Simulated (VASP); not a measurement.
# MoS2 (P-3m1) in VASP: settings compared

Aim: see how the results for MoS2 move with the level of theory and the settings. Levels: PBE, PBEsol, RPBE+D3(BJ). Tasks: single point.

All numbers are computed with VASP 6.6.1; they aren't measurements. Logs are shortened: lines on timing, memory, paths and dates and some standing lists are left out, and cuts for length are marked.

### Step 1. The cell of the first run

The structure is trigonal, space group P-3m1 (No. 164). The conventional cell has a = 3.227 Å, b = 3.227 Å, c = 6.312 Å, α = 90.00°, β = 90.00°, γ = 120.00°. Mo (site symmetry -3m) has 6 S at 2.42 Å within 3.2 Å. Within 3.2 Å of S (site symmetry 3m) lie 3 Mo at 2.42 Å.

### Step 2. Single point, PBE

Contents of INCAR:

```
PREC = Accurate
ENCUT = 520
EDIFF = 1E-7
ISMEAR = 0
SIGMA = 0.027000000000000003
LREAL = F
LASPH = T
NELM = 60
ALGO = Normal
ISIF = 2
LWAVE = F
LCHARG = T
GGA = PE
LELF = T
LVHAR = T
NBANDS = 20
```

Contents of KPOINTS:

```
regular mesh
0
Gamma
  9 9 4
```

Contents of POSCAR:

```
MoS2
1.0
    3.2274645616      0.0000000000      0.0000000000
   -1.6137322808      2.7950663001      0.0000000000
    0.0000000000      0.0000000000      6.3124734200
Mo S
1 2
Direct
    0.0000000000      0.0000000000      0.5000000000
    0.6666666667      0.3333333333      0.7446806800
    0.3333333333      0.6666666667      0.2553193200
```

Potentials or basis: VASP PAW PBE potentials, release 64 (Mo_sv, S).

On the command line:

```sh
$ cat potpaw_PBE.64/Mo_sv/POTCAR potpaw_PBE.64/S/POTCAR > POTCAR
$ mpirun -np 1 vasp_std > vasp.out
```

OUTCAR:

```text
PREC = Accurate
   ENCUT = 520
   EDIFF = 1E-7
   ISMEAR = 0
   LREAL = F
   LASPH = T
   NELM = 60
   ISIF = 2
   GGA = PE

 ion  position               nearest neighbor table
   1  0.000  0.000  0.500-   2 2.42   3 2.42   3 2.42   2 2.42   2 2.42   3 2.42
   2  0.667  0.333  0.745-   1 2.42   1 2.42   1 2.42
   3  0.333  0.667  0.255-   1 2.42   1 2.42   1 2.42

  LATTYP: Found a hexagonal cell.
 ALAT       =     3.2274645616
 C/A-ratio  =     1.9558614199

  Lattice vectors:

 A1 = (   3.2274645616,   0.0000000000,   0.0000000000)
 A2 = (  -1.6137322808,   2.7950663001,   0.0000000000)
 A3 = (   0.0000000000,   0.0000000000,   6.3124734200)

Analysis of symmetry for initial positions (statically):
=====================================================================
 Subroutine PRICEL returns:
 Original cell was already a primitive cell.

 Routine SETGRP: Setting up the symmetry group for a
 hexagonal supercell.

 Subroutine GETGRP returns: Found 12 space group operations
 (whereof 12 operations were pure point group operations)
 out of a pool of 24 trial point group operations.

The static configuration has the point symmetry D_3d.

Analysis of symmetry for dynamics (positions and initial velocities):
=====================================================================
 Subroutine PRICEL returns:
 Original cell was already a primitive cell.

 Routine SETGRP: Setting up the symmetry group for a
 hexagonal supercell.

 Subroutine GETGRP returns: Found 12 space group operations
 (whereof 12 operations were pure point group operations)
 out of a pool of 24 trial point group operations.

The dynamic configuration has the point symmetry D_3d.

 Subroutine INISYM returns: Found 12 space group operations
 (whereof 12 operations are pure point group operations),
 and found     1 'primitive' translations

----------------------------------------------------------------------------------------

                                     Primitive cell

  volume of cell :      56.9447

  direct lattice vectors                    reciprocal lattice vectors
     3.227464562  0.000000000  0.000000000     0.309840737  0.178886633  0.000000000
    -1.613732281  2.795066300  0.000000000     0.000000000  0.357773266  0.000000000
     0.000000000  0.000000000  6.312473420     0.000000000  0.000000000  0.158416509

  length of vectors
     3.227464562  3.227464562  6.312473420     0.357773266  0.357773266  0.158416509

  position of ions in fractional coordinates (direct lattice)
     0.000000000  0.000000000  0.500000000
     0.666666667  0.333333333  0.744680680
     0.333333333  0.666666667  0.255319320

  ion indices of the primitive-cell ions
   primitive index   ion index
                 1           1
                 2           2
                 3           3

----------------------------------------------------------------------------------------

 KPOINTS: regular mesh

Automatic generation of k-mesh.
 Grid dimensions read from file:
 generate k-points for:    9    9    4

 Generating k-lattice:

  Cartesian coordinates                     Fractional coordinates (reciprocal lattice)
     0.034426749  0.019876293  0.000000000     0.111111111  0.000000000  0.000000000
     0.000000000  0.039752585  0.000000000     0.000000000  0.111111111  0.000000000
     0.000000000  0.000000000  0.039604127     0.000000000  0.000000000  0.250000000

  Length of vectors
     0.039752585  0.039752585  0.039604127

  Shift w.r.t. Gamma in fractional coordinates (k-lattice)
     0.000000000  0.000000000  0.000000000

 Subroutine IBZKPT returns following result:
 ===========================================

 Found     43 irreducible k-points:

 Following reciprocal coordinates:
            Coordinates               Weight
  0.000000  0.000000  0.000000      1.000000
  0.111111  0.000000  0.000000      6.000000
  0.222222  0.000000  0.000000      6.000000
  0.333333  0.000000  0.000000      6.000000
  0.444444  0.000000  0.000000      6.000000
  0.111111  0.111111  0.000000      6.000000
[... 16 lines left out ...]
  0.222222  0.111111  0.250000     12.000000
 -0.111111  0.333333  0.250000     12.000000
 [... further k-points ...]
   k-points           NKPTS =     43   k-points in BZ     NKDIM =     43   number of bands    NBANDS=     20
   number of dos      NEDOS =    301   number of ions     NIONS =      3
   total plane-waves  NPLWV =  27648
   dimension x,y,z NGX =    24 NGY =   24 NGZ =   48
   dimension x,y,z NGXF=    48 NGYF=   48 NGZF=   96
   ions per type =               1   2
   NGX,Y,Z   is equivalent  to a cutoff of  12.36, 12.36, 12.64 a.u.
   NGXF,Y,Z  is equivalent  to a cutoff of  24.72, 24.72, 25.28 a.u.
 SYSTEM =  unknown system
   PREC   = accura    normal or accurate (medium, high low for compatibility)
   ISTART =      0    job   : 0-new  1-cont  2-samecut
   ICHARG =      2    charge: 1-file 2-atom 10-const
   ISPIN  =      1    spin polarized calculation?
   LNONCOLLINEAR =      F non collinear calculations
   LSORBIT =      F    spin-orbit coupling
   LASPH  =      T    aspherical Exc in radial PAW
   ENCUT  =  520.0 eV  38.22 Ry    6.18 a.u.   6.00  6.00 11.74*2*pi/ulx,y,z
   NELM   =     60;   NELMIN=  2; NELMDL= -5     # of ELM steps
   EDIFF  = 0.1E-06   stopping-criterion for ELM
   LREAL  =      F    real-space projection
   EDIFFG = 0.1E-05   stopping-criterion for IOM
   NSW    =      0    number of steps for IOM
   IBRION =     -1    ionic relax: 0-MD 1-quasi-New 2-CG
   NFREE  =      0    steps in history (QN), initial steepest desc. (CG)
   ISIF   =      2    stress and relaxation
   ISYM   =      2    0-nonsym 1-usesym 2-fastsym
   POTIM  = 0.5000    time-step for ionic-motion
   TEBEG  =    0.0;   TEEND  =   0.0 temperature during run
   PSTRESS=    0.0 pullay stress
   NELECT =      26.0000    total number of electrons
   NUPDOWN=      -1.0000    fix difference up-down
   EMIN   =  10.00;   EMAX   =-10.00  energy-range for DOS
   EFERMI =   0.00;   METHOD = LEGACY
   ISMEAR =     0;   SIGMA  =   0.03  broadening in eV -4-tet -1-fermi 0-gaus
   EFERMI_NEDOS =   21; number of points for ismear=-14 and -15
   IALGO  =     38    algorithm
   IMIX   =      4    mixing-type and parameters
     AMIX     =   0.40;   BMIX     =  1.00
     AMIX_MAG =   1.60;   BMIX_MAG =  1.00
  volume/ion in A,a.u.               =      18.98       128.09
  Fermi-wavevector in a.u.,A,eV,Ry     =   1.260612  2.382212 21.621610  1.589144
  Thomas-Fermi vector in A             =   2.394113
   LORBIT       =      0    0 simple, 1 ext, 2 COOP (PROOUT), +10 PAW based schemes
   GGA     = PE    functional components
   LHFCALC =     F    Hartree Fock is set to
   AEXX    =    0.0000 exact exchange contribution
   IVDW    =     0    specifies the selected vdW correction
   LEPSILON=     F    determine dielectric tensor
   LRPA    =     F    only Hartree local field effects (RPA)
 non-spin polarized calculation
 Gauss-broadening in eV      SIGMA  =   0.03
  energy-cutoff  :      520.00
  volume of cell :       56.94
 maximum number of plane-waves:      1557
   NGX = 13   NGY = 13   NGZ = 23

 number of electron      26.0000001 magnetization

 Free energy of the ion-electron system (eV)
  ---------------------------------------------------
  ext. energy  EPLUGINS =         0.00000000
  ---------------------------------------------------
  free energy    TOTEN  =       -21.00707109 eV

  energy without entropy =      -21.00617021  energy(sigma->0) =      -21.00662065

 E-fermi :   6.8991     XC(G=0): -10.4450

 val. band max:        6.8727958139   @ k =   0.2222   0.2222   0.5000
 cond. band min:       6.9026517852   @ k =   0.1111   0.0000   0.0000
 fundamental gap:      0.0298559713
 Fermi energy:         6.8990552111

 k-point     1 :       0.0000    0.0000    0.0000
  band No.  band energies     occupation
      1     -54.8718      2.00000
      2     -28.8994      2.00000
      3     -28.8773      2.00000
      4     -28.8773      2.00000
      5      -7.9127      2.00000
      6      -6.4738      2.00000
[... 12 lines left out ...]
     19      13.1360      0.00000
     20      16.4992      0.00000

 k-point     2 :       0.1111    0.0000    0.0000
  band No.  band energies     occupation
      1     -54.8681      2.00000
      2     -28.9159      2.00000
      3     -28.8918      2.00000
      4     -28.8861      2.00000
      5      -7.7286      2.00000
      6      -6.4350      2.00000
[... 12 lines left out ...]
     19      13.8669      0.00000
     20      16.0387      0.00000

 k-point     3 :       0.2222    0.0000    0.0000
  band No.  band energies     occupation
      1     -54.8588      2.00000
      2     -29.0127      2.00000
      3     -28.9085      2.00000
      4     -28.8726      2.00000
      5      -7.2275      2.00000
      6      -6.3286      2.00000
[... 12 lines left out ...]
     19      14.6498      0.00000
     20      15.5627      0.00000

 k-point     4 :       0.3333    0.0000    0.0000
  band No.  band energies     occupation
      1     -54.8483      2.00000
      2     -29.1209      2.00000
      3     -28.9338      2.00000
      4     -28.8506      2.00000
      5      -6.6191      2.00000
      6      -6.1326      2.00000
[... 12 lines left out ...]
     19      14.0101      0.00000
     20      14.8304      0.00000

 k-point     5 :       0.4444    0.0000    0.0000
  band No.  band energies     occupation
      1     -54.8414      2.00000
      2     -29.1905      2.00000
      3     -28.9502      2.00000
      4     -28.8362      2.00000
      5      -6.3524      2.00000
      6      -5.7570      2.00000
[... 12 lines left out ...]
     19      13.7267      0.00000
     20      15.0395      0.00000

 k-point     6 :       0.1111    0.1111    0.0000
  band No.  band energies     occupation
      1     -54.8616      2.00000
      2     -28.9801      2.00000
      3     -28.9054      2.00000
      4     -28.8783      2.00000
      5      -7.3840      2.00000
      6      -6.3636      2.00000
[... 12 lines left out ...]
     19      15.0531      0.00000
     20      15.8173      0.00000

 k-point     7 :       0.2222    0.1111    0.0000
  band No.  band energies     occupation
      1     -54.8517      2.00000
      2     -29.0744      2.00000
      3     -28.9373      2.00000
      4     -28.8577      2.00000
      5      -6.8003      2.00000
      6      -6.2342      2.00000
[... 12 lines left out ...]
     19      14.8472      0.00000
     20      15.1225      0.00000
[... 277 lines left out ...]
 k-point    20 :       0.4444    0.0000    0.2500
  band No.  band energies     occupation
      1     -54.8414      2.00000
      2     -29.1905      2.00000
      3     -28.9502      2.00000
      4     -28.8362      2.00000
      5      -6.4043      2.00000
      6      -5.6838      2.00000
[... 12 lines left out ...]
     19      13.1498      0.00000
     20      14.9465      0.00000

 k-point    21 :       0.0000    0.4444    0.2500
  band No.  band energies     occupation
      1     -54.8414      2.00000
      2     -29.1905      2.00000
      3     -28.9502      2.00000
      4     -28.8362      2.00000
      5      -6.3569      2.00000
      6      -5.7515      2.00000
[... 12 lines left out ...]
     19      13.3552      0.00000
     20      14.2916      0.00000

 k-point    22 :       0.1111    0.1111    0.2500
  band No.  band energies     occupation
      1     -54.8616      2.00000
      2     -28.9801      2.00000
      3     -28.9054      2.00000
      4     -28.8783      2.00000
      5      -7.3076      2.00000
      6      -6.4717      2.00000
[... 12 lines left out ...]
     19      15.1395      0.00000
     20      15.8140      0.00000

 k-point    23 :       0.2222    0.1111    0.2500
  band No.  band energies     occupation
      1     -54.8517      2.00000
      2     -29.0744      2.00000
      3     -28.9373      2.00000
      4     -28.8577      2.00000
      5      -6.7664      2.00000
      6      -6.2711      2.00000
[... 12 lines left out ...]
     19      14.7202      0.00000
     20      15.8090      0.00000

 k-point    24 :      -0.1111    0.3333    0.2500
  band No.  band energies     occupation
      1     -54.8517      2.00000
      2     -29.0744      2.00000
      3     -28.9373      2.00000
      4     -28.8577      2.00000
      5      -6.7129      2.00000
      6      -6.3378      2.00000
[... 12 lines left out ...]
     19      15.1689      0.00000
     20      15.3823      0.00000

 [... further k-points ...]
[... 5 lines left out ...]
  --------------------------------------------------------------------------------------
  -------------------------------------------------------------------------------------
  Total       -0.0204875     -0.0204875      1.0598534      0.0000000      0.0000000      0.0000000
  in kB       -0.5764310     -0.5764310     29.8196976      0.0000000      0.0000000      0.0000000
  external PRESSURE =       9.5556119 kB  Pullay stress =       0.0000000 kB

 VOLUME and BASIS-vectors are now :
 -----------------------------------------------------------------------------
  energy-cutoff  :      520.00
  volume of cell :       56.94
      direct lattice vectors                 reciprocal lattice vectors
     3.227464562  0.000000000  0.000000000     0.309840737  0.178886633  0.000000000
    -1.613732281  2.795066300  0.000000000     0.000000000  0.357773266  0.000000000
     0.000000000  0.000000000  6.312473420     0.000000000  0.000000000  0.158416509

 POSITION                                       TOTAL-FORCE (eV/Angst)
 -----------------------------------------------------------------------------------
      0.00000      0.00000      3.15624        -0.000000     -0.000000      0.000000
      1.61373      0.93169      4.70078         0.000000     -0.000000      0.287099
     -0.00000      1.86338      1.61170        -0.000000      0.000000     -0.287099
 -----------------------------------------------------------------------------------
    total drift:                                0.000000     -0.000000      0.000000

  FREE ENERGIE OF THE ION-ELECTRON SYSTEM (eV)
  ---------------------------------------------------
  free  energy   TOTEN  =       -21.0070710903 eV

  energy  without entropy=      -21.0061702124  energy(sigma->0) =      -21.00662065
```

Wall time 21 s (1 thread of Intel Xeon Platinum 8559C (Emerald Rapids), shared host); peak memory 0.19 GiB.

What came out:

```
Free energy            : -21.0071 eV
Pressure               : 1.0 GPa
Largest force          : 0.287 eV/Å
Band gap on the k mesh : zero (band 13 reaches 7.55 eV, above the bottom of band 14 at 6.52 eV)
```

Forces in eV/Å, atoms in the order of the input:
```
Mo   0.000  0.000  0.000
S    0.000  0.000  0.287
S    0.000  0.000 -0.287
```

Stress tensor (GPa, compression positive):
```
-0.06  0.00  0.00
 0.00 -0.06  0.00
 0.00  0.00  2.98
```

Levels at points of the mesh, in eV from the Fermi level:
```tsv
k point	band 9	band 10	band 11	band 12	band 13	band 14	band 15	band 16	band 17	band 18
(0.00, 0.00, 0.00)	-4.01	-1.83	-1.04	-0.93	-0.93	-0.31	-0.31	3.20	3.20	6.10
(0.00, 0.00, 0.50)	-4.00	-3.56	-0.93	-0.93	-0.38	-0.38	-0.06	3.36	3.36	6.06
```

Caveat: this functional lacks dispersion, which binds the layers, so the pressure and a relaxed spacing across them are unreliable.

### Step 3. Single point, PBE

Contents of INCAR:

```
SYSTEM = MoS2
PREC = Accurate ; ENCUT = 520
EDIFF = 1E-7 ; ISMEAR = 0
SIGMA = 0.028000000000000004 ; LREAL = .FALSE.
LASPH = .TRUE. ; NELM = 100
ALGO = Normal ; ISIF = 2
LWAVE = .FALSE. ; LCHARG = .FALSE.
GGA = PE ; NBANDS = 20
```

Contents of KPOINTS:

```
Automatic mesh
0
G
  9 9 4
  0 0 0
```

POSCAR is that of step 2.

Potentials or basis: VASP PAW PBE potentials, release 64 (Mo_sv, S).

On the command line:

```sh
$ cat potpaw_PBE.64/Mo_sv/POTCAR potpaw_PBE.64/S/POTCAR > POTCAR
$ mpirun -np 1 vasp_std > vasp.out
```

It took 20 s on 1 thread of Intel Xeon Platinum 8559C (Emerald Rapids), shared host; peak memory 0.19 GiB.

The run converged. Its results:

| Item | Value |
| --- | --- |
| Free energy | -21.0071 eV |
| Pressure | 1.0 GPa |
| Largest force | 0.287 eV/Å |
| Band gap on the k mesh | zero (band 13 reaches 7.55 eV, above the bottom of band 14 at 6.52 eV) |

Forces in eV/Å, atoms in the order of the input:
```
Mo   0.000  0.000  0.000
S    0.000  0.000  0.287
S    0.000  0.000 -0.287
```

Stress tensor (GPa, compression positive):
```
-0.06  0.00  0.00
 0.00 -0.06  0.00
 0.00  0.00  2.98
```

Levels at points of the mesh, in eV from the Fermi level:
```
           k point  band 10  band 11  band 12  band 13  band 14  band 15  band 16  band 17
(0.00, 0.00, 0.00)    -1.83    -1.04    -0.93    -0.93    -0.31    -0.31     3.20     3.20
(0.00, 0.00, 0.50)    -3.56    -0.93    -0.93    -0.38    -0.38    -0.06     3.36     3.36
```

Caveat: this functional lacks dispersion, which binds the layers, so the pressure and a relaxed spacing across them are unreliable.

[end of part 1 of 2]
